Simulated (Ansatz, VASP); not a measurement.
**Ge: VASP beside Ansatz**

```xyz
4
Lattice="3.9976 0.0000 0.0000 -1.9988 3.4620 0.0000 0.0000 0.0000 6.5928" Properties=species:S:1:pos:R:3 pbc="T T T"
Ge    0.0000    2.3080    0.0024
Ge    1.9988    1.1540    3.2988
Ge    0.0000    2.3080    2.4699
Ge    1.9988    1.1540    5.7663
```

Alike in both runs: task single point; functional r2SCAN; k mesh 12 × 12 × 4; occupations fermi-dirac, width 0.02 eV; no spin polarisation.

|  | VASP | Ansatz |
| --- | --- | --- |
| version | VASP 6.6.1 | Ansatz 0.2.0 |
| potentials or method | VASP PAW PBE potentials, release 64 (Ge_d) | plane waves, PAW |
| plane-wave cutoff (eV) | 520 | 500 |
| valence electrons in the cell | 56 | 56 |

|  | VASP | Ansatz | Ansatz less VASP |
| --- | --- | --- | --- |
| pressure (GPa) | 0.1 | 0.0 | -0.06 |
| traceless stress, the component that is largest in VASP (GPa) | 0.14 | 0.16 | +0.014 |

VASP's potentials were made for PBE, not for r2SCAN.
